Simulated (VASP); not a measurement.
# BAs (base) (F-43m) in VASP: further runs, part 2 of 2

VASP 6.6.1. Earlier steps stand in the parts before.

## 3. Single point, PBEsol

This run uses another cell than the first one, of 13.55 Å³/atom, 0.994 times its volume.

INCAR

```
ALGO = Normal ; EDIFF = 1E-6
ENCUT = 500 ; GGA = PS
GGA_COMPAT = False ; ISIF = 2
ISMEAR = 0 ; LASPH = True
LCHARG = False ; LREAL = False
LWAVE = False ; NBANDS = 11
NELM = 120 ; PREC = Accurate
SIGMA = 0.02
```

KPOINTS

```
k-points
0
Gamma
  10 10 10
```

POSCAR

```
BAs
1.0
    0.0000000000      2.3839379014      2.3839379014
    2.3839379014      0.0000000000      2.3839379014
    2.3839379014      2.3839379014      0.0000000000
B As
1 1
Direct
    0.0000000000      0.0000000000      0.0000000000
    0.7500000000      0.7500000000      0.7500000000
```

Potentials or basis: VASP PAW PBE potentials, release 64 (B, As).

Run with:

```console
$ cat potpaw_PBE.64/B/POTCAR potpaw_PBE.64/As/POTCAR > POTCAR
$ mpirun -np 1 vasp_std > vasp.out
```

OUTCAR:

```text
EDIFF = 1E-6
   ENCUT = 500
   GGA = PS
   ISIF = 2
   ISMEAR = 0
   LASPH = True
   LREAL = False
   NELM = 120
   PREC = Accurate

 ion  position               nearest neighbor table
   1  0.000  0.000  0.000-   2 2.06   2 2.06   2 2.06   2 2.06
   2  0.750  0.750  0.750-   1 2.06   1 2.06   1 2.06   1 2.06

  LATTYP: Found a face centered cubic cell.
 ALAT       =     4.7678758028

  Lattice vectors:

 A1 = (   0.0000000000,   2.3839379014,   2.3839379014)
 A2 = (   2.3839379014,   0.0000000000,   2.3839379014)
 A3 = (   2.3839379014,   2.3839379014,   0.0000000000)

Analysis of symmetry for initial positions (statically):
=====================================================================
 Subroutine PRICEL returns:
 Original cell was already a primitive cell.

 Routine SETGRP: Setting up the symmetry group for a
 face centered cubic supercell.

 Subroutine GETGRP returns: Found 24 space group operations
 (whereof 24 operations were pure point group operations)
 out of a pool of 48 trial point group operations.

The static configuration has the point symmetry T_d .

[... 172 lines left out ...]
      3       6.1074      2.00000
      4       6.1074      2.00000
      5       9.3544      0.00000
      6       9.3544      0.00000
      7       9.3544      0.00000
      8      10.8621      0.00000
      9      15.4822      0.00000
     10      19.0618      0.00000
     11      19.0618      0.00000
[... 309 lines left out ...]
 k-point    24 :       0.4000    0.3000    0.0000
  band No.  band energies     occupation
      1      -6.7166      2.00000
      2      -0.3689      2.00000
      3       2.0738      2.00000
      4       2.5773      2.00000
      5       7.7109      0.00000
      6       9.4011      0.00000
      7      14.9506      0.00000
      8      15.1861      0.00000
      9      18.1460      0.00000
     10      21.8649      0.00000
     11      21.9878      0.00000

 [... further k-points ...]

------------------------ aborting loop because EDIFF is reached ----------------------------------------

  FORCE on cell =-STRESS in cart. coord.  units (eV):
  Direction    XX          YY          ZZ          XY          YZ          ZX
  --------------------------------------------------------------------------------------
  -------------------------------------------------------------------------------------
  Total        0.1488363      0.1488363      0.1488363      0.0000000      0.0000000      0.0000000
  in kB        8.8004461      8.8004461      8.8004461      0.0000000      0.0000000      0.0000000
  external PRESSURE =       8.8004461 kB  Pullay stress =       0.0000000 kB

 VOLUME and BASIS-vectors are now :
 -----------------------------------------------------------------------------
  energy-cutoff  :      500.00
  volume of cell :       27.10
      direct lattice vectors                 reciprocal lattice vectors
     0.000000000  2.383937901  2.383937901    -0.209737007  0.209737007  0.209737007
     2.383937901  0.000000000  2.383937901     0.209737007 -0.209737007  0.209737007
     2.383937901  2.383937901  0.000000000     0.209737007  0.209737007 -0.209737007

 POSITION                                       TOTAL-FORCE (eV/Angst)
 -----------------------------------------------------------------------------------
      0.00000      0.00000      0.00000        -0.000000     -0.000000     -0.000000
      3.57591      3.57591      3.57591         0.000000      0.000000      0.000000
 -----------------------------------------------------------------------------------
    total drift:                                0.000000      0.000000      0.000000

  FREE ENERGIE OF THE ION-ELECTRON SYSTEM (eV)
  ---------------------------------------------------
  free  energy   TOTEN  =       -12.2031148093 eV

  energy  without entropy=      -12.2031148093  energy(sigma->0) =      -12.20311481
```

stdout:

```text
POSCAR found type information on POSCAR B As
 POSCAR found :  2 types and       2 ions
 scaLAPACK will be used
 -----------------------------------------------------------------------------
|                                                                             |
|                                                                             |
|     You enforced a specific xc type in the INCAR file but a different       |
|     I HOPE YOU KNOW WHAT YOU ARE DOING!                                     |
|                                                                             |
 -----------------------------------------------------------------------------

 LDA part: xc-table for (Slater+PW92), standard interpolation
 POSCAR, INCAR and KPOINTS ok, starting setup
 FFT: planning ... GRIDC
 FFT: planning ... GRID_SOFT
 FFT: planning ... GRID
 WAVECAR not read
 entering main loop
```

Wall time 14 s (1 thread of AMD EPYC 7R43 (Zen 3), shared host); peak memory 0.13 GiB.

Results:

- Free energy: -12.2031 eV
- Pressure: 0.9 GPa
- Band gap on the k mesh: 1.07 eV, indirect (least direct gap 3.25 eV)

Levels at points of the mesh, in eV from the valence-band top:
| k point | band 1 | band 2 | band 3 | band 4 | band 5 | band 6 | band 7 | band 8 | band 9 |
| --- | --- | --- | --- | --- | --- | --- | --- | --- | --- |
| (0.00, 0.00, 0.00) | -15.49 | 0.00 | 0.00 | 0.00 | 3.25 | 3.25 | 3.25 | 4.75 | 9.37 |
| (0.50, 0.00, 0.00) | -12.58 | -8.88 | -1.84 | -1.84 | 2.69 | 4.73 | 4.73 | 8.72 | 12.60 |
| (0.50, 0.50, 0.00) | -11.27 | -8.57 | -4.13 | -4.13 | 1.31 | 1.33 | 11.40 | 11.40 | 12.83 |

Caveat: the PAW data sets were made with another functional, which shifts forces and pressure a little.

## 4. Relaxation of cell and atoms, PBEsol

INCAR

```
PREC = Accurate
ENCUT = 500
EDIFF = 1E-7
ISMEAR = 0
SIGMA = 0.02
LREAL = False
LASPH = True
NELM = 120
ALGO = Normal
ISIF = 3
LWAVE = False
LCHARG = False
GGA = PS
IBRION = 2
NSW = 100
EDIFFG = -0.002
GGA_COMPAT = False
NELMIN = 4
```

KPOINTS

```
Automatic mesh
0
Gamma
  10 10 10
```

POSCAR

```
BAs
1.0
    0.0000000000      2.3885000000      2.3885000000
    2.3885000000      0.0000000000      2.3885000000
    2.3885000000      2.3885000000      0.0000000000
B As
1 1
Direct
    0.0000000000      0.0000000000      0.0000000000
    0.7500000000      0.7500000000      0.7500000000
```

Run with:

```console
$ cat potpaw_PBE.64/B/POTCAR potpaw_PBE.64/As/POTCAR > POTCAR
$ mpirun -np 1 vasp_std > vasp.out
```

Wall time 20 s (1 thread of AMD EPYC 7R43 (Zen 3), shared host); peak memory 0.13 GiB.

It converged, with:

```yaml
Free_energy: -12.2036 eV
Relaxed_volume: 13.63 Å³/atom
Relaxed_cell: a = 3.378 Å, b = 3.378 Å, c = 3.378 Å, α = 60.00°, β = 60.00°, γ = 60.00°
Space_group_after_relaxing_to_0.05_Å: F-43m (No. 216)
Energy_gained_by_relaxing: 0.0 meV/atom
Ionic_steps: 3
Pressure_after_relaxing: 0.0 GPa
Band_gap_on_the_k_mesh: 1.08 eV, indirect (least direct gap 3.24 eV)
```

Final structure:
```
B As
1.0
     0.00000    2.38883    2.38883
     2.38883    0.00000    2.38883
     2.38883    2.38883    0.00000
B As
1 1
Direct
  0.00000 0.00000 0.00000
  0.75000 0.75000 0.75000
```

Levels at points of the mesh, in eV from the valence-band top:
| k point | band 1 | band 2 | band 3 | band 4 | band 5 | band 6 | band 7 | band 8 |
| --- | --- | --- | --- | --- | --- | --- | --- | --- |
| (0.00, 0.00, 0.00) | -15.43 | 0.00 | 0.00 | 0.00 | 3.24 | 3.24 | 3.24 | 4.68 |
| (0.50, 0.00, 0.00) | -12.55 | -8.83 | -1.83 | -1.83 | 2.65 | 4.73 | 4.73 | 8.71 |
| (0.50, 0.50, 0.00) | -11.24 | -8.53 | -4.10 | -4.10 | 1.31 | 1.34 | 11.34 | 11.34 |

Caveat: the PAW data sets were made with another functional, which shifts forces and pressure a little. A k mesh can miss the band edges.

## 5. The runs side by side

```csv
task,cell,k mesh,smearing,gap on the mesh (eV),pressure (GPa)
single point,"a = 3.378 Å, angles 60.0°, 2 atoms",6 × 6 × 6,gaussian 0.1 eV,1.18,0.1
single point,"a = 3.371 Å, angles 60.0°, 2 atoms",10 × 10 × 10,gaussian 0.02 eV,1.07,0.9
relaxation of cell and atoms,"relaxed from a = 3.378 Å, angles 60.0°, 2 atoms",10 × 10 × 10,gaussian 0.02 eV,1.08,0.0
```

Alike in all rows: level PBEsol; potentials or basis VASP PAW PBE potentials, release 64 (B, As); no spin polarisation; cutoff (eV) 500.

Caveats: the PAW data sets were made with another functional, which shifts forces and pressure a little.

Total energies depend on the potentials used, so only differences within one code and one set of settings carry meaning.
